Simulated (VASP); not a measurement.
# Ti3HN3 in VASP: further runs, part 2 of 2

VASP 6.6.1. Earlier steps stand in the parts before.

### Step 3. Single point, PBE

Input file INCAR:

```
SYSTEM = Ti3HN3
PREC = Accurate
ENCUT = 520
EDIFF = 1E-6
ISMEAR = 0
SIGMA = 0.1
LREAL = .False.
LASPH = .True.
NELM = 60
ALGO = Normal
ISIF = 2
LWAVE = .False.
LCHARG = .False.
LDIPOL = .True.
IDIPOL = 3
DIPOL = 0.5 0.5 0.334
GGA = PE
NBANDS = 35
```

Input file KPOINTS:

```
regular mesh
0
Gamma
  9 9 1
  0 0 0
```

Input file POSCAR:

```
Ti3HN3
1.0
    3.0028555065      0.0000000000      0.0000000000
    0.0000000000      3.0028555065      0.0000000000
    0.0000000000      0.0000000000     19.7584945265
Ti N H
3 3 1
Direct
    0.5000000000      0.5000000000      0.2024445736
    0.0000000000      0.0000000000      0.3072496201
    0.5000000000      0.5000000000      0.4076776418
    0.0000000000      0.0000000000      0.2024445736
    0.5000000000      0.5000000000      0.3055678856
    0.0000000000      0.0000000000      0.4179718508
    0.5000000000      0.5000000000      0.4954783091
```

Potentials or basis: VASP PAW PBE potentials, release 64 (Ti_sv, N, H).

Launch:

```
$ cat potpaw_PBE.64/Ti_sv/POTCAR potpaw_PBE.64/N/POTCAR potpaw_PBE.64/H/POTCAR > POTCAR
$ mpirun -np 1 vasp_std > vasp.out
```

OUTCAR:

```text
SYSTEM = Ti3HN3
   PREC = Accurate
   ENCUT = 520
   EDIFF = 1E-6
   ISMEAR = 0
   LREAL = .False.
   LASPH = .True.
   NELM = 60
   ISIF = 2
   GGA = PE

 ion  position               nearest neighbor table
   1  0.500  0.500  0.202-   5 2.04   4 2.12   4 2.12   4 2.12   4 2.12
   2  0.000  0.000  0.307-   4 2.07   5 2.12   5 2.12   5 2.12   5 2.12   6 2.19   3 2.91   3 2.91
                             3 2.91   3 2.91
   3  0.500  0.500  0.408-   7 1.73   5 2.02   6 2.13   6 2.13   6 2.13   6 2.13   2 2.91   2 2.91
                             2 2.91   2 2.91
   4  0.000  0.000  0.202-   2 2.07   1 2.12   1 2.12   1 2.12   1 2.12
   5  0.500  0.500  0.306-   3 2.02   1 2.04   2 2.12   2 2.12   2 2.12   2 2.12
   6  0.000  0.000  0.418-   3 2.13   3 2.13   3 2.13   3 2.13   2 2.19
   7  0.500  0.500  0.495-   3 1.73

  LATTYP: Found a simple tetragonal cell.
 ALAT       =     3.0028555065
 C/A-ratio  =     6.5799018580

  Lattice vectors:

 A1 = (   3.0028555065,   0.0000000000,   0.0000000000)
 A2 = (   0.0000000000,   3.0028555065,   0.0000000000)
 A3 = (   0.0000000000,   0.0000000000,  19.7584945265)

Analysis of symmetry for initial positions (statically):
=====================================================================
 Subroutine PRICEL returns:
 Original cell was already a primitive cell.

 Routine SETGRP: Setting up the symmetry group for a
 simple tetragonal supercell.

 Subroutine GETGRP returns: Found  8 space group operations
 (whereof  8 operations were pure point group operations)
 out of a pool of 16 trial point group operations.

The static configuration has the point symmetry C_4v.

Analysis of symmetry for dynamics (positions and initial velocities):
=====================================================================
 Subroutine PRICEL returns:
 Original cell was already a primitive cell.

 Routine SETGRP: Setting up the symmetry group for a
 simple tetragonal supercell.

 Subroutine GETGRP returns: Found  8 space group operations
 (whereof  8 operations were pure point group operations)
 out of a pool of 16 trial point group operations.

The dynamic configuration has the point symmetry C_4v.

 Subroutine INISYM returns: Found  8 space group operations
 (whereof  8 operations are pure point group operations),
 and found     1 'primitive' translations

----------------------------------------------------------------------------------------

                                     Primitive cell

  volume of cell :     178.1651

  direct lattice vectors                    reciprocal lattice vectors
     3.002855506  0.000000000  0.000000000     0.333016357  0.000000000  0.000000000
     0.000000000  3.002855506  0.000000000     0.000000000  0.333016357  0.000000000
     0.000000000  0.000000000 19.758494527     0.000000000  0.000000000  0.050611143

  length of vectors
     3.002855506  3.002855506 19.758494527     0.333016357  0.333016357  0.050611143

  position of ions in fractional coordinates (direct lattice)
     0.500000000  0.500000000  0.202444574
     0.000000000  0.000000000  0.307249620
     0.500000000  0.500000000  0.407677642
     0.000000000  0.000000000  0.202444574
     0.500000000  0.500000000  0.305567886
     0.000000000  0.000000000  0.417971851
     0.500000000  0.500000000  0.495478309

[... 55 lines left out ...]
   total plane-waves  NPLWV =  86400
   dimension x,y,z NGX =    24 NGY =   24 NGZ =  150
   dimension x,y,z NGXF=    48 NGYF=   48 NGZF=  300
   ions per type =               3   3   1
   NGX,Y,Z   is equivalent  to a cutoff of  13.29, 13.29, 12.62 a.u.
   NGXF,Y,Z  is equivalent  to a cutoff of  26.57, 26.57, 25.24 a.u.
 SYSTEM =  Ti3HN3
   PREC   = accura    normal or accurate (medium, high low for compatibility)
   ISTART =      0    job   : 0-new  1-cont  2-samecut
   ICHARG =      2    charge: 1-file 2-atom 10-const
   ISPIN  =      1    spin polarized calculation?
   LNONCOLLINEAR =      F non collinear calculations
   LSORBIT =      F    spin-orbit coupling
   LASPH  =      T    aspherical Exc in radial PAW
   ENCUT  =  520.0 eV  38.22 Ry    6.18 a.u.   5.58  5.58 36.74*2*pi/ulx,y,z
   NELM   =     60;   NELMIN=  2; NELMDL= -5     # of ELM steps
   EDIFF  = 0.1E-05   stopping-criterion for ELM
   LREAL  =      F    real-space projection
   EDIFFG = 0.1E-04   stopping-criterion for IOM
   NSW    =      0    number of steps for IOM
   IBRION =     -1    ionic relax: 0-MD 1-quasi-New 2-CG
   NFREE  =      0    steps in history (QN), initial steepest desc. (CG)
   ISIF   =      2    stress and relaxation
   ISYM   =      2    0-nonsym 1-usesym 2-fastsym
   POTIM  = 0.5000    time-step for ionic-motion
   TEBEG  =    0.0;   TEEND  =   0.0 temperature during run
   PSTRESS=    0.0 pullay stress
   NELECT =      52.0000    total number of electrons
   NUPDOWN=      -1.0000    fix difference up-down
   EMIN   =  10.00;   EMAX   =-10.00  energy-range for DOS
   EFERMI =   0.00;   METHOD = LEGACY
   ISMEAR =     0;   SIGMA  =   0.10  broadening in eV -4-tet -1-fermi 0-gaus
   EFERMI_NEDOS =   21; number of points for ismear=-14 and -15
   IALGO  =     38    algorithm
   IMIX   =      4    mixing-type and parameters
     AMIX     =   0.40;   BMIX     =  1.00
     AMIX_MAG =   1.60;   BMIX_MAG =  1.00
  volume/ion in A,a.u.               =      25.45       171.76
  Fermi-wavevector in a.u.,A,eV,Ry     =   1.085930  2.052110 16.044579  1.179243
  Thomas-Fermi vector in A             =   2.222055
   LORBIT       =      0    0 simple, 1 ext, 2 COOP (PROOUT), +10 PAW based schemes
   GGA     = PE    functional components
   LHFCALC =     F    Hartree Fock is set to
   AEXX    =    0.0000 exact exchange contribution
   IVDW    =     0    specifies the selected vdW correction
   LEPSILON=     F    determine dielectric tensor
   LRPA    =     F    only Hartree local field effects (RPA)
 non-spin polarized calculation
 Gauss-broadening in eV      SIGMA  =   0.10
  energy-cutoff  :      520.00
  volume of cell :      178.17
 maximum number of plane-waves:      4826
 NGX is ok and might be reduce to    24
   NGX = 11   NGY = 11   NGZ = 73

 dipolmoment           0.000000      0.000000     -0.465793 electrons x Angstroem

 number of electron      52.0000000 magnetization

 dipolmoment           0.000000      0.000000      0.235876 electrons x Angstroem

 Free energy of the ion-electron system (eV)
  ---------------------------------------------------
  ext. energy  EPLUGINS =         0.00000000
  ---------------------------------------------------
  free energy    TOTEN  =       -59.49984083 eV

  energy without entropy =      -59.48743568  energy(sigma->0) =      -59.49363825

 E-fermi :   0.1816     XC(G=0):  -5.3309

 val. band max:        0.1619113172   @ k =   0.4444   0.4444   0.0000
 cond. band min:       0.2207618142   @ k =   0.2222   0.1111   0.0000
 fundamental gap:      0.0588504970
 Fermi energy:         0.1816332882

 k-point     1 :       0.0000    0.0000    0.0000
  band No.  band energies     occupation
      1     -57.6497      2.00000
      2     -57.3804      2.00000
      3     -56.8401      2.00000
      4     -34.0802      2.00000
      5     -33.7590      2.00000
      6     -33.7590      2.00000
[... 559 lines left out ...]
     34       2.9553      0.00000
     35       3.1794      0.00000

------------------------ aborting loop because EDIFF is reached ----------------------------------------

 vacuum level on the upper side and lower side of the slab       (xc-potential included)         2.295        -2.312

  FORCE on cell =-STRESS in cart. coord.  units (eV):
  Direction    XX          YY          ZZ          XY          YZ          ZX
  --------------------------------------------------------------------------------------
  -------------------------------------------------------------------------------------
  Total       -3.7525196     -3.7525196      3.2972728      0.0000000     -0.0000000      0.0000000
  in kB      -33.7451083    -33.7451083     29.6512316      0.0000000     -0.0000000      0.0000000
  external PRESSURE =     -12.6129950 kB  Pullay stress =       0.0000000 kB

 VOLUME and BASIS-vectors are now :
 -----------------------------------------------------------------------------
  energy-cutoff  :      520.00
  volume of cell :      178.17
      direct lattice vectors                 reciprocal lattice vectors
     3.002855506  0.000000000  0.000000000     0.333016357  0.000000000  0.000000000
     0.000000000  3.002855506  0.000000000     0.000000000  0.333016357  0.000000000
     0.000000000  0.000000000 19.758494527     0.000000000  0.000000000  0.050611143

 POSITION                                       TOTAL-FORCE (eV/Angst)
 -----------------------------------------------------------------------------------
      1.50143      1.50143      4.00000         0.000000     -0.000000      1.130652
      0.00000      0.00000      6.07079         0.000000     -0.000000     -0.193540
      1.50143      1.50143      8.05510         0.000000     -0.000000      3.281630
      0.00000      0.00000      4.00000        -0.000000     -0.000000     -1.415920
      1.50143      1.50143      6.03756         0.000000      0.000000     -1.048398
      0.00000      0.00000      8.25849         0.000000     -0.000000     -1.777357
      1.50143      1.50143      9.78991         0.000000     -0.000000      0.022933
 -----------------------------------------------------------------------------------
    total drift:                                0.000000     -0.000000      0.000680

  FREE ENERGIE OF THE ION-ELECTRON SYSTEM (eV)
  ---------------------------------------------------
  free  energy   TOTEN  =       -59.4998408262 eV

  energy  without entropy=      -59.4874356833  energy(sigma->0) =      -59.49363825

 vacuum level on the upper side and lower side of the slab         7.507         2.774
```

It took 2.3 min on 1 thread of Intel Xeon 6975P-C (Granite Rapids), shared host; peak memory 0.31 GiB.

Results:

```
Free energy            : -59.4998 eV
Largest force          : 3.282 eV/Å
Band gap on the k mesh : zero (band 26 reaches 1.14 eV, above the bottom of band 27 at -0.49 eV)
```

Forces in eV/Å, atoms in the order of the input:
```
Ti   0.000  0.000  1.131
Ti   0.000  0.000 -0.194
Ti   0.000  0.000  3.282
N    0.000  0.000 -1.416
N    0.000  0.000 -1.048
N    0.000  0.000 -1.777
H    0.000  0.000  0.023
```
